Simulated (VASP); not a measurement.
A run of VASP 6.6.1 is set up as follows.

File INCAR:

```
PREC = Accurate ; ENCUT = 520
EDIFF = 1E-8 ; ISMEAR = -1
SIGMA = 0.05 ; LREAL = False
LASPH = True ; NELM = 100
ALGO = Normal ; ISIF = 2
LWAVE = False ; LCHARG = False
LEFG = True ; NBANDS = 18
```

The input KPOINTS:

```
regular mesh
0
Gamma
  8 8 8
```

File POSCAR:

```
Sc
1.0
    0.0000000000      3.1385914680      3.1385914680
    3.1385914680      0.0000000000      3.1385914680
    3.1385914680      3.1385914680      0.0000000000
Sc
2
Direct
   -0.1250000000     -0.1250000000     -0.1250000000
    0.1250000000      0.1250000000      0.1250000000
```

Potentials or basis: VASP PAW LDA potentials, release 64 (Sc_sv).

Launch:

```sh
$ cat potpaw_LDA.64/Sc_sv/POTCAR > POTCAR
$ mpirun -np 1 vasp_std > vasp.out
```

Q: Predict the pressure.

A: -1.6 GPa.

Q: Estimate the band gap on the k mesh.

A: Zero (band 11 reaches 2.44 eV, above the bottom of band 12 at 1.79 eV).

Caveat: without QUAD_EFG the Cq values of the log hold for a quadrupole moment of 1 mb, not for the nuclei.
